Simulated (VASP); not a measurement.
C, 8 atoms in the cell. Symmetry: I4_1/amd, No. 141, tetragonal system. Conventional cell: a = 5.953 Å, b = 5.953 Å, c = 3.832 Å, α = 90.00°, β = 90.00°, γ = 90.00°. C (site symmetry 2) has 3 C at 1.35 to 1.50 Å within 1.8 Å. 

* Program: VASP 6.6.1
* Task: single point
* Functional: PBE
* Potentials or basis: VASP PAW PBE potentials, release 64 (C)
* Cutoff: 520 eV
* k mesh: 8 × 8 × 8
* Occupations: gaussian, width 0.02 eV
* Spin: no spin polarisation
* Dipole correction: no
* Further INCAR settings: ALGO = Normal; EDIFF = 1e-07; NBANDS = 26

Potentials or basis: VASP PAW PBE potentials, release 64 (C).

Launch:

```sh
$ cat potpaw_PBE.64/C/POTCAR > POTCAR
$ mpirun -np 1 vasp_std > vasp.out
```

Hardware: 1 thread of Intel Xeon 6975P-C (shared host).

Q: How long does it take, and how much memory?

A: It took 110 s on 1 thread of Intel Xeon 6975P-C, on a shared host, peak memory 0.23 GiB. Counts: scf iterations 16, k points 59.
